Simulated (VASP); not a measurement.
# Ga6N7 (a cell with a defect) in VASP: further runs

The runs below take Ga6N7 (a cell with a defect) through single point, with PBE.

Everything below comes from runs of VASP 6.6.1. Logs are shortened: lines on timing, memory, paths and dates and some standing lists are left out, and cuts for length are marked.

### 1 The cell of the first run

The cell holds a defect, 13 atoms: a = 5.243 Å, b = 5.574 Å, c = 5.574 Å, α = 120.00°, β = 90.00°, γ = 90.00°.

### 2 Single point, PBE, collinear spin, ferromagnetic start

Input file INCAR:

```
ALGO = Normal
EDIFF = 1E-6
ENCUT = 520
GGA = PE
ISIF = 2
ISMEAR = 0
ISPIN = 2
LASPH = True
LCHARG = True
LELF = True
LORBIT = 11
LREAL = False
LVHAR = True
LWAVE = False
MAGMOM = 0 0 0 0 0 0 0.17 0.17 0.17 0.19 0.19 0.19 1.59
NBANDS = 72
NELM = 150
PREC = Accurate
SIGMA = 0.02
```

Input file KPOINTS:

```
k-points
0
Gamma
  3 3 3
```

Input file POSCAR:

```
Ga6N7
1.0
    0.0000000000      0.0000000000      5.2431684095
    4.8275562239     -2.7871908853      0.0000000000
   -0.0000000001      5.5743817708      0.0000000000
Ga N
6 7
Direct
    0.4969022157      0.3262822693      0.3280982613
    0.4930560680      0.0000360431      0.6719492157
    0.4969138499      0.6738260207      1.0018050383
    0.9996882783     -0.0000685647      0.3304863163
    0.9943035571      0.6580236154      0.6678029199
    0.9943382689      0.3420913032      1.0099401142
    0.8643155524      0.3431123167      0.3500706629
    0.8618018051     -0.0002976661      0.6516698169
    0.8643432074      0.6567246145      1.0067232727
    0.3793406667      0.0000227859      0.3432142948
    0.3846719850      0.6524141520      0.6562585643
    0.3848123582      0.3476995238      1.0039061144
    0.1250446197      0.0001431366     -0.0219586774
```

Potentials or basis: VASP PAW PBE potentials, release 64 (Ga_d, N).

Run with:

```sh
cat potpaw_PBE.64/Ga_d/POTCAR potpaw_PBE.64/N/POTCAR > POTCAR
mpirun -np 1 vasp_std > vasp.out
```

OUTCAR:

```text
EDIFF = 1E-6
   ENCUT = 520
   GGA = PE
   ISIF = 2
   ISMEAR = 0
   ISPIN = 2
   LASPH = True
   LORBIT = 11
   LREAL = False
   NELM = 150
   PREC = Accurate

 ion  position               nearest neighbor table
   1  0.497  0.326  0.328-  11 1.92   7 1.93  12 1.96  10 1.96
   2  0.493  0.000  0.672-  10 1.93   8 1.94  12 1.98  11 1.98
   3  0.497  0.674  0.002-  12 1.92   9 1.93  11 1.96  10 1.96
   4  1.000  1.000  0.330-   8 1.93   7 1.99  10 1.99   9 1.99  13 2.07
   5  0.994  0.658  0.668-   7 1.89  13 1.95   9 2.01  11 2.05   8 2.07
   6  0.994  0.342  0.010-   9 1.89  13 1.95   7 2.01  12 2.05   8 2.07
   7  0.864  0.343  0.350-   5 1.89   1 1.93   4 1.99   6 2.01
   8  0.862  1.000  0.652-   4 1.93   2 1.94   5 2.07   6 2.07
   9  0.864  0.657  0.007-   6 1.89   3 1.93   4 1.99   5 2.01
  10  0.379  0.000  0.343-   2 1.93   3 1.96   1 1.96   4 1.99
  11  0.385  0.652  0.656-   1 1.92   3 1.96   2 1.98   5 2.05
  12  0.385  0.348  0.004-   3 1.92   1 1.96   2 1.98   6 2.05
  13  0.125  0.000  0.978-   6 1.95   5 1.95   4 2.07

  LATTYP: Found a hexagonal cell.
 ALAT       =     5.5743817707
 C/A-ratio  =     0.9405829427

  Lattice vectors:

 A1 = (   4.8275562239,  -2.7871908853,   0.0000000000)
 A2 = (  -0.0000000001,   5.5743817708,   0.0000000000)
 A3 = (   0.0000000000,   0.0000000000,   5.2431684095)

Analysis of symmetry for initial positions (statically):
=====================================================================
 Subroutine PRICEL returns:
 Original cell was already a primitive cell.

 Routine SETGRP: Setting up the symmetry group for a
 hexagonal supercell.

 Subroutine GETGRP returns: Found  1 space group operations
 (whereof  1 operations were pure point group operations)
 out of a pool of 24 trial point group operations.

The static configuration has the point symmetry C_1 .

Analysis of symmetry for dynamics (positions and initial velocities):
=====================================================================
 Subroutine PRICEL returns:
 Original cell was already a primitive cell.

 Routine SETGRP: Setting up the symmetry group for a
 hexagonal supercell.

 Subroutine GETGRP returns: Found  1 space group operations
 (whereof  1 operations were pure point group operations)
 out of a pool of 24 trial point group operations.

The dynamic configuration has the point symmetry C_1 .

Analysis of structural, dynamic, and magnetic symmetry:
=====================================================================
 Subroutine PRICEL returns:
 Original cell was already a primitive cell.

 Routine SETGRP: Setting up the symmetry group for a
 hexagonal supercell.

 Subroutine GETGRP returns: Found  1 space group operations
 (whereof  1 operations were pure point group operations)
 out of a pool of 24 trial point group operations.

The overall configuration has the point symmetry C_1 .

 Subroutine INISYM returns: Found  1 space group operations
 (whereof  1 operations are pure point group operations),
 and found     1 'primitive' translations

----------------------------------------------------------------------------------------

                                     Primitive cell

  volume of cell :     141.0970

  direct lattice vectors                    reciprocal lattice vectors
     0.000000000  0.000000000  5.243168409     0.000000000  0.000000000  0.190724372
     4.827556224 -2.787190885  0.000000000     0.207144144  0.000000000  0.000000000
    -0.000000000  5.574381771  0.000000000     0.103572072  0.179392091  0.000000000

  length of vectors
     5.243168409  5.574381771  5.574381771     0.190724372  0.207144144  0.207144144

  position of ions in fractional coordinates (direct lattice)
     0.496902216  0.326282269  0.328098261
     0.493056068  0.000036043  0.671949216
     0.496913850  0.673826021  0.001805038
     0.999688278  0.999931435  0.330486316
[... 82 lines left out ...]
   LSORBIT =      F    spin-orbit coupling
   LASPH  =      T    aspherical Exc in radial PAW
[... 50 lines left out ...]
     67      13.0900      0.00000
     68      13.1233      0.00000
 Fermi energy:         6.3527098979

 spin component 2

 k-point     1 :       0.0000    0.0000    0.0000
  band No.  band energies     occupation
      1     -10.8604      1.00000
      2      -9.5386      1.00000
      3      -9.4316      1.00000
      4      -9.3422      1.00000
      5      -9.3157      1.00000
      6      -9.1832      1.00000
[... 983 lines left out ...]
     67      13.2715      0.00000
     68      13.2844      0.00000
 [bands above 68 left out]

------------------------ aborting loop because EDIFF is reached ----------------------------------------

  FORCE on cell =-STRESS in cart. coord.  units (eV):
  Direction    XX          YY          ZZ          XY          YZ          ZX
  --------------------------------------------------------------------------------------
  -------------------------------------------------------------------------------------
  Total       12.5550045     10.7424195     11.0159043     -0.0079093      0.5562178     -0.0063007
  in kB      142.5639097    121.9817428    125.0872026     -0.0898114      6.3159345     -0.0715449
  external PRESSURE =     129.8776184 kB  Pullay stress =       0.0000000 kB

 VOLUME and BASIS-vectors are now :
 -----------------------------------------------------------------------------
  energy-cutoff  :      520.00
  volume of cell :      141.10
      direct lattice vectors                 reciprocal lattice vectors
     0.000000000  0.000000000  5.243168409     0.000000000  0.000000000  0.190724372
     4.827556224 -2.787190885  0.000000000     0.207144144  0.000000000  0.000000000
    -0.000000000  5.574381771  0.000000000     0.103572072  0.179392091  0.000000000

 POSITION                                       TOTAL-FORCE (eV/Angst)
 -----------------------------------------------------------------------------------
      1.57515      0.91953      2.60534        -0.028349      0.022633     -0.040841
      0.00017      3.74560      2.58518        -0.001157     -0.037438      0.069693
      3.25293     -1.86802      2.60540         0.027336      0.023584     -0.040602
      4.82723     -0.94474      5.24153         0.000331      0.126054     -0.075106
      3.17665      1.88855      5.21330         0.192122     -0.220508     -0.146210
      1.65146     -0.89806      5.21348        -0.199796     -0.226249     -0.150056
      1.65639      0.99511      4.53175         0.009542     -0.149258     -0.007400
      4.82612      0.84630      4.51857         0.009550     -0.071455     -0.080621
      3.17038     -1.79294      4.53190        -0.004468     -0.146148     -0.007145
      0.00011      1.91314      1.98895        -0.000027      0.132286      0.008796
      3.14957      1.83983      2.01690         0.023787      0.001046     -0.076085
      1.67854     -0.94733      2.01764        -0.025999      0.001668     -0.079589
      0.00069      5.45158      0.65563        -0.002872      0.543783      0.625166
 -----------------------------------------------------------------------------------
    total drift:                               -0.000017     -0.000511     -0.000582

  FREE ENERGIE OF THE ION-ELECTRON SYSTEM (eV)
  ---------------------------------------------------
  free  energy   TOTEN  =       -73.5213165083 eV

  energy  without entropy=      -73.5213165083  energy(sigma->0) =      -73.52131651

 total charge

# of ion       s       p       d       tot
------------------------------------------
    1        0.792   0.900  10.185  11.877
    2        0.787   0.878  10.176  11.841
    3        0.792   0.900  10.185  11.877
    4        0.769   0.878  10.196  11.843
    5        0.775   0.879  10.196  11.850
    6        0.775   0.878  10.196  11.849
    7        1.240   2.502   0.000   3.742
    8        1.248   2.451   0.000   3.699
    9        1.240   2.502   0.000   3.742
   10        1.235   2.499   0.000   3.734
   11        1.241   2.479   0.000   3.721
   12        1.241   2.479   0.000   3.720
   13        1.360   2.250   0.000   3.610
--------------------------------------------------
tot         13.497  22.474  61.135  97.106

 magnetization (x)

# of ion       s       p       d       tot
------------------------------------------
    1        0.004   0.020   0.009   0.033
    2        0.002   0.014   0.011   0.028
    3        0.004   0.020   0.009   0.033
    4       -0.007   0.001   0.032   0.026
    5       -0.010  -0.003   0.044   0.031
    6       -0.010  -0.003   0.044   0.031
    7        0.015   0.149   0.000   0.164
    8        0.022   0.227   0.000   0.249
    9        0.015   0.148   0.000   0.164
   10        0.010   0.089   0.000   0.099
   11        0.014   0.140   0.000   0.153
   12        0.014   0.140   0.000   0.154
   13        0.031   1.205   0.000   1.237
--------------------------------------------------
tot          0.103   2.149   0.149   2.402
```

It took 4.8 min on 1 thread of AMD EPYC 7R13 (Zen 3), shared host; peak memory 0.37 GiB.

Results:

- Free energy: -73.5213 eV
- Pressure: 13.0 GPa
- Largest force: 0.829 eV/Å
- Band gap on the k mesh: 0.21 eV
- Net moment: 3.00 μB per cell
- Site moments: Ga +0.03; N +0.16, +0.25, +0.10, +0.15, +1.24 (each value once) μB
- Valence electrons inside the program's atomic spheres: Ga 11.88, 11.84, 11.85 (each value once); N 3.74, 3.70, 3.73, 3.72, 3.61 (each value once)

Forces on the atoms (eV/Å):
```
Ga  -0.028  0.023 -0.041
Ga  -0.001 -0.037  0.070
Ga   0.027  0.024 -0.041
Ga   0.000  0.126 -0.075
Ga   0.192 -0.221 -0.146
Ga  -0.200 -0.226 -0.150
N    0.010 -0.149 -0.007
N    0.010 -0.071 -0.081
N   -0.004 -0.146 -0.007
N    0.000  0.132  0.009
N    0.024  0.001 -0.076
N   -0.026  0.002 -0.080
N   -0.003  0.544  0.625
```

Stress tensor (GPa, compression positive):
```
14.26 -0.01 -0.01
-0.01 12.20  0.63
-0.01  0.63 12.51
```

Caveat: the k points lie up to 0.43 Å⁻¹ apart.

### 3 Single point, PBE, collinear spin, ferromagnetic start

Input file INCAR:

```
ALGO = Normal
EDIFF = 1E-6
ENCUT = 520
GGA = PE
ISIF = 2
ISMEAR = 0
ISPIN = 2
LASPH = T
LCHARG = F
LORBIT = 11
LREAL = F
LWAVE = F
MAGMOM = 0 0 0 0 0 0 0.17 0.17 0.17 0.19 0.19 0.19 1.59
NBANDS = 72
NELM = 150
PREC = Accurate
SIGMA = 0.02
```

KPOINTS is that of step 2.

Input file POSCAR:

```
Ga6N7
1.0
    0.0000000000      0.0000000000      5.2431684095
    4.8275562239     -2.7871908853      0.0000000000
   -0.0000000001      5.5743817708      0.0000000000
Ga N
6 7
Direct
    0.5007393993      0.3260038676      0.3260036867
    0.5007397808      0.0000004143      0.6739931546
    0.5007399715      0.6739855217      1.0000000955
    0.9975107781     -0.0000008286      0.3330887203
    0.9975020048      0.6669026420      0.6669033658
    0.9975302320      0.3330724544      0.9999997736
    0.8692751489      0.3431301311      0.3431302793
    0.8692764840     -0.0000004143      0.6568629484
    0.8692780098      0.6568486938      0.9999999860
    0.3860305147      0.0000035215      0.3479895879
    0.3860335663      0.6520104281      0.6520081817
    0.3860238394      0.3479826898      1.0000013294
    0.1620754730     -0.0000443288     -0.0000135536
```

Potentials or basis: VASP PAW PBE potentials, release 64 (Ga_d, N).

Run with:

```sh
cat potpaw_PBE.64/Ga_d/POTCAR potpaw_PBE.64/N/POTCAR > POTCAR
mpirun -np 1 vasp_std > vasp.out
```

It took 9.3 min on 1 thread of Intel Xeon 8259CL, shared host; peak memory 0.41 GiB.

Results (log left out):

```yaml
Free_energy: -73.6367 eV
Pressure: 11.9 GPa
Largest_force: 0.038 eV/Å
Band_gap_on_the_k_mesh: 0.51 eV
Net_moment: 3.00 μB per cell
Site_moments: Ga +0.04, +0.02 (each value once); N +0.14, +0.16, +1.29 (each value once) μB
Valence_electrons_inside_the_program's_atomic_spheres: Ga 11.86, 11.82 (each value once); N 3.73, 3.72, 3.58 (each value once)
```

Forces in eV/Å, atoms in the order of the input:
```
Ga   0.011  0.006  0.010
Ga   0.000 -0.012  0.010
Ga  -0.010  0.006  0.010
Ga   0.000  0.032 -0.020
Ga  -0.027 -0.016 -0.020
Ga   0.027 -0.016 -0.020
N    0.009  0.006 -0.007
N    0.000 -0.011 -0.007
N   -0.009  0.005 -0.007
N    0.000  0.009  0.008
N   -0.008 -0.004  0.008
N    0.008 -0.005  0.008
N    0.001  0.000  0.026
```

Stress tensor (GPa, compression positive):
```
12.08  0.00  0.00
 0.00 12.08  0.00
 0.00  0.00 11.70
```

Levels at points of the mesh, in eV from the valence-band top:
Spin up:
| k point | band 56 | band 57 | band 58 | band 59 | band 60 | band 61 |
| --- | --- | --- | --- | --- | --- | --- |
| (0.00, 0.00, 0.00) | -0.22 | -0.22 | -0.21 | 1.40 | 4.25 | 4.57 |
Spin down:
| k point | band 53 | band 54 | band 55 | band 56 | band 57 | band 58 |
| --- | --- | --- | --- | --- | --- | --- |
| (0.00, 0.00, 0.00) | -0.74 | -0.65 | -0.65 | 1.10 | 1.33 | 1.33 |

Caveat: the k points lie up to 0.43 Å⁻¹ apart.

### 4 Single point, PBE, collinear spin, ferromagnetic start

Input file INCAR:

```
SYSTEM = Ga6N7
PREC     = Accurate       ! precision mode
ENCUT    = 520            ! plane-wave cutoff, eV
EDIFF    = 1E-7           ! SCF threshold, eV
ISMEAR   = 0              ! smearing method
SIGMA    = 0.02           ! smearing width, eV
LREAL    = .FALSE.        ! projectors in reciprocal space
LASPH    = .TRUE.         ! aspherical terms in the spheres
NELM     = 150            ! most SCF steps
ALGO     = Normal         ! electronic algorithm
ISIF     = 2              ! what is computed and relaxed
LWAVE    = .FALSE.        ! write WAVECAR
LCHARG   = .FALSE.        ! write CHGCAR
ISPIN    = 2              ! spin polarisation
MAGMOM   = 0 0 0 0 0 0 0.17 0.17 0.17 0.19 0.19 0.19 1.59 ! initial moments
LORBIT   = 11             ! projections on sites
GGA      = PE             ! functional
NBANDS   = 72             ! bands
```

Input file KPOINTS:

```
Automatic mesh
0
G
  3 3 3
  0 0 0
```

Input file POSCAR:

```
Ga6N7
1.0
    0.0000000000      0.0000000000      5.2431684095
    4.8275562239     -2.7871908853      0.0000000000
   -0.0000000001      5.5743817708      0.0000000000
Ga N
6 7
Direct
    0.5007819309      0.3259881246      0.3259857693
    0.5007775442      0.0000002072      0.6740079406
    0.5007819309      0.6740124504      0.9999977733
    0.9974920871      0.0000000000      0.3330871613
    0.9974852211      0.6669086492      0.6669088809
    0.9974844582      0.3330915116      1.0000001533
    0.8692997524      0.3431531241      0.3431539745
    0.8692944121     -0.0000002071      0.6568418837
    0.8692997524      0.6568472438      1.0000005167
    0.3860312776      0.0000000000      0.3479894417
    0.3860362365      0.6520040066      0.6520037152
    0.3860362365      0.3479963613      0.9999997337
    0.1620647924      0.0000008286     -0.0000186013
```

Run with:

```sh
cat potpaw_PBE.64/Ga_d/POTCAR potpaw_PBE.64/N/POTCAR > POTCAR
mpirun -np 1 vasp_std > vasp.out
```

Wall time 5.5 min (1 thread of Intel Xeon Platinum 8259CL at 2.50GHz (Skylake/Cascade Lake), shared host); peak memory 0.36 GiB.

It converged, with:

| Item | Value |
| --- | --- |
| Free energy | -73.6367 eV |
| Pressure | 11.9 GPa |
| Largest force | 0.034 eV/Å |
| Band gap on the k mesh | 0.51 eV |
| Net moment | 3.00 μB per cell |
| Site moments | Ga +0.04, +0.02 (each value once); N +0.14, +0.16, +1.29 (each value once) μB |
| Valence electrons inside the program's atomic spheres | Ga 11.86, 11.82 (each value once); N 3.73, 3.72, 3.58 (each value once) |

Forces on the atoms (eV/Å):
```
Ga   0.012  0.007  0.006
Ga   0.000 -0.014  0.006
Ga  -0.012  0.007  0.006
Ga   0.000  0.030 -0.016
Ga  -0.026 -0.015 -0.016
Ga   0.026 -0.015 -0.016
N    0.008  0.004 -0.008
N    0.000 -0.009 -0.008
N   -0.008  0.004 -0.008
N    0.000  0.008  0.008
N   -0.007 -0.004  0.008
N    0.007 -0.004  0.008
N    0.000  0.000  0.027
```

Stress tensor (GPa, compression positive):
```
12.07  0.00  0.00
 0.00 12.07  0.00
 0.00  0.00 11.69
```

Levels at points of the mesh, in eV from the valence-band top:
Spin up:
```tsv
k point	band 54	band 55	band 56	band 57	band 58	band 59	band 60	band 61	band 62	band 63
(0.00, 0.00, 0.00)	-0.95	-0.95	-0.22	-0.22	-0.21	1.40	4.25	4.57	6.06	6.54
```
Spin down:
| k point | band 52 | band 53 | band 54 | band 55 | band 56 | band 57 | band 58 | band 59 |
| --- | --- | --- | --- | --- | --- | --- | --- | --- |
| (0.00, 0.00, 0.00) | -1.61 | -0.74 | -0.65 | -0.65 | 1.10 | 1.33 | 1.33 | 1.59 |

Caveat: the k points lie up to 0.43 Å⁻¹ apart.

### 5 Single point, PBE, collinear spin, ferromagnetic start

Input file INCAR:

```
SYSTEM = Ga6N7
  PREC = Accurate
  ENCUT = 520
  EDIFF = 1E-6
  ISMEAR = 0
  SIGMA = 0.02
  LREAL = .FALSE.
  LASPH = .TRUE.
  NELM = 150
  ALGO = Normal
  ISIF = 2
  LWAVE = .FALSE.
  LCHARG = .TRUE.
  ISPIN = 2
  MAGMOM = 0 0 0 0 0 0 0.17 0.17 0.17 0.19 0.19 0.19 1.59
  LORBIT = 11
  GGA = PE
  LELF = .TRUE.
  LVHAR = .TRUE.
  NBANDS = 72
```

Input file KPOINTS:

```
regular mesh
0
G
  3 3 3
  0 0 0
```

POSCAR is that of step 4.

Run with:

```sh
cat potpaw_PBE.64/Ga_d/POTCAR potpaw_PBE.64/N/POTCAR > POTCAR
mpirun -np 1 vasp_std > vasp.out
```

Wall time 7.4 min (1 thread of Intel Xeon Platinum 8375C at 2.90GHz (Ice Lake), shared host); peak memory 0.36 GiB.

Results (log left out):

- Free energy: -73.6367 eV
- Pressure: 11.9 GPa
- Largest force: 0.034 eV/Å
- Band gap on the k mesh: 0.51 eV
- Net moment: 3.00 μB per cell
- Site moments: Ga +0.04, +0.02 (each value once); N +0.14, +0.16, +1.29 (each value once) μB
- Valence electrons inside the program's atomic spheres: Ga 11.86, 11.82 (each value once); N 3.73, 3.72, 3.58 (each value once)

Forces in eV/Å, atoms in the order of the input:
```
Ga   0.012  0.007  0.006
Ga   0.000 -0.014  0.006
Ga  -0.012  0.007  0.006
Ga   0.000  0.030 -0.016
Ga  -0.026 -0.015 -0.016
Ga   0.026 -0.015 -0.016
N    0.008  0.004 -0.008
N    0.000 -0.009 -0.008
N   -0.008  0.004 -0.008
N    0.000  0.009  0.008
N   -0.007 -0.004  0.008
N    0.007 -0.004  0.008
N    0.000  0.000  0.027
```

Stress tensor (GPa, compression positive):
```
12.07  0.00  0.00
 0.00 12.07  0.00
 0.00  0.00 11.70
```

Levels at points of the mesh, in eV from the valence-band top:
Spin up:
| k point | band 54 | band 55 | band 56 | band 57 | band 58 | band 59 | band 60 | band 61 | band 62 | band 63 |
| --- | --- | --- | --- | --- | --- | --- | --- | --- | --- | --- |
| (0.00, 0.00, 0.00) | -0.95 | -0.95 | -0.22 | -0.22 | -0.21 | 1.40 | 4.25 | 4.57 | 6.06 | 6.54 |
Spin down:
| k point | band 51 | band 52 | band 53 | band 54 | band 55 | band 56 | band 57 | band 58 | band 59 | band 60 |
| --- | --- | --- | --- | --- | --- | --- | --- | --- | --- | --- |
| (0.00, 0.00, 0.00) | -1.61 | -1.61 | -0.74 | -0.65 | -0.65 | 1.10 | 1.33 | 1.33 | 1.59 | 4.61 |

Caveat: the k points lie up to 0.43 Å⁻¹ apart.
